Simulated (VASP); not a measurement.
**HfO2: single point with PBE+D3(BJ)**

The system is HfO2, a slab with vacuum.

```
CELL_PARAMETERS angstrom
7.17414 0.00000 0.00000
0.00000 5.07288 0.00000
0.00000 0.00000 23.38061
ATOMIC_POSITIONS crystal
Hf 0.25000 0.50000 0.34216
Hf 0.75000 0.50000 0.34216
Hf 0.50000 0.00000 0.41887
Hf 0.00000 0.00000 0.41887
Hf 0.75005 0.50000 0.50400
Hf 0.24995 0.50000 0.50400
Hf 0.00000 0.00000 0.56493
Hf 0.50000 0.00000 0.56439
O 0.50000 0.75000 0.34216
O 0.00000 0.75000 0.34216
O 0.50000 0.25000 0.34216
O 0.00000 0.25000 0.34216
O 0.75000 0.25000 0.41887
O 0.25000 0.25000 0.41887
O 0.75000 0.75000 0.41887
O 0.25000 0.75000 0.41887
O 0.00000 0.74797 0.49728
O 0.50000 0.74763 0.49694
O 0.00000 0.25203 0.49728
O 0.50000 0.25237 0.49694
O 0.25056 0.24055 0.57504
O 0.74944 0.24055 0.57504
O 0.25056 0.75945 0.57504
O 0.74944 0.75945 0.57504
```

| Item | Value |
| --- | --- |
| Program | VASP 6.6.1 |
| Task | single point |
| Functional | PBE |
| Dispersion | D3(BJ) |
| Potentials or basis | VASP PAW PBE potentials, release 64 (Hf_pv, O) |
| Cutoff | 520 eV |
| k mesh | 2 × 3 × 1 |
| Occupations | gaussian, width 0.05 eV |
| Spin | no spin polarisation |

* Largest force: 4.770 eV/Å
* Band gap on the k mesh: 1.65 eV
* Dispersion energy per atom: -0.161 eV

Forces in eV/Å, atoms in the order of the input:
```
Hf   0.005  0.000  4.770
Hf  -0.005  0.000  4.770
Hf   0.000  0.000 -3.164
Hf   0.000  0.000 -3.135
Hf  -0.004  0.000  0.029
Hf   0.004  0.000  0.029
Hf   0.000  0.000 -0.418
Hf   0.000  0.000 -0.232
O    0.000 -1.012 -0.870
O    0.000 -1.007 -0.864
O    0.000  1.012 -0.870
O    0.000  1.007 -0.864
O    0.020  0.389  0.221
O   -0.020  0.389  0.221
O    0.020 -0.389  0.221
O   -0.020 -0.389  0.221
O    0.000  0.025  0.052
O    0.000  0.023  0.055
O    0.000 -0.025  0.052
O    0.000 -0.023  0.055
O   -0.039 -0.008 -0.070
O    0.039 -0.008 -0.070
O   -0.039  0.008 -0.070
O    0.039  0.008 -0.070
```

Levels at points of the mesh, in eV from the valence-band top:
```csv
k point,band 85,band 86,band 87,band 88,band 89,band 90,band 91,band 92
"(0.00, 0.00, 0.00)",-1.21,-0.81,-0.39,0.00,1.65,2.18,2.23,2.45
"(0.50, 0.00, 0.00)",-0.95,-0.94,-0.13,-0.12,1.98,1.98,2.22,2.25
```

Wall time 21 min on 1 thread of Intel(R) Xeon(R) Platinum 8488C (Sapphire Rapids), on a shared host, peak memory 0.86 GiB.

Caveat: the k points lie up to 0.44 Å⁻¹ apart; spin-orbit coupling is left out, which moves the levels of the heavy elements.
